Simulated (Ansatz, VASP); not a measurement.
**FeO: VASP beside Ansatz**

The input INCAR:

```
ALGO = Normal
EDIFF = 1E-7
ENCUT = 520
GGA = PE
ISIF = 2
ISMEAR = 0
ISPIN = 2
LASPH = True
LCHARG = True
LELF = True
LMAXMIX = 4
LORBIT = 11
LREAL = False
LVHAR = True
LWAVE = False
MAGMOM = 3.81 0
NBANDS = 18
NELM = 150
PREC = Accurate
SIGMA = 0.05
```

Contents of KPOINTS:

```
k-points
0
Gamma
  14 14 14
```

Contents of POSCAR:

```
FeO
1.0
    0.0000000000      2.2033957514      2.2033957514
    2.2033957514      0.0000000000      2.2033957514
    2.2033957514      2.2033957514      0.0000000000
Fe O
1 1
Direct
    0.0000000000      0.0000000000      0.0000000000
    0.5000000000      0.5000000000      0.5000000000
```

Input for Ansatz:

```yaml
crystal:
  lattice:
    - [0.0, 2.2033957514, 2.2033957514]
    - [2.2033957514, 0.0, 2.2033957514]
    - [2.2033957514, 2.2033957514, 0.0]
  atoms:
    - { symbol: Fe, position: [0.0, 0.0, 0.0], spin: 3.81 }
    - { symbol: O, position: [0.5, 0.5, 0.5] }
basis:
  ecutwfc: 420
  ecutrho_ratio: 4
kpoints:
  mp_grid: { grid: [14, 14, 14] }
hamiltonian:
  xc: pbe
scf:
  occupations: { method: gaussian, width: 0.05 }
output:
  forces: true
  stress: true
  eigenvalues: true
  populations: true
magnetization:
  spin_polarized: true
```

Alike in both runs: task single point; functional PBE; k mesh 14 × 14 × 14; occupations gaussian, width 0.05 eV; collinear spin.

|  | VASP | Ansatz |
| --- | --- | --- |
| version | VASP 6.6.1 | Ansatz 0.2.0 |
| potentials or method | VASP PAW PBE potentials, release 64 (Fe, O), cutoff 520 eV | scalar-relativistic, plane waves, PAW |
| valence electrons in the cell | 14 | 22 |

Ansatz gave:

- gap on the k mesh at the Fermi level (eV): none
- pressure (GPa): -10.8
- net moment per atom (μB): 2.00
- size of the moment on the site where the two differ most (μB): 3.48

Q: Estimate VASP's values.

A: gap on the k mesh at the Fermi level (eV): none; pressure (GPa): -10.8; net moment per atom (μB): 2.00; size of the moment on the site where the two differ most (μB): 3.63.

Site moments also hang on the region over which each program counts them. A gap of «none» marks a metal or a gap that the smearing closes. With one functional, cell and mesh, what is left measures potentials, basis and numerics. VASP's potentials hold 14 valence electrons a cell and Ansatz's 22, so a difference there can come from the potentials and not from the codes.
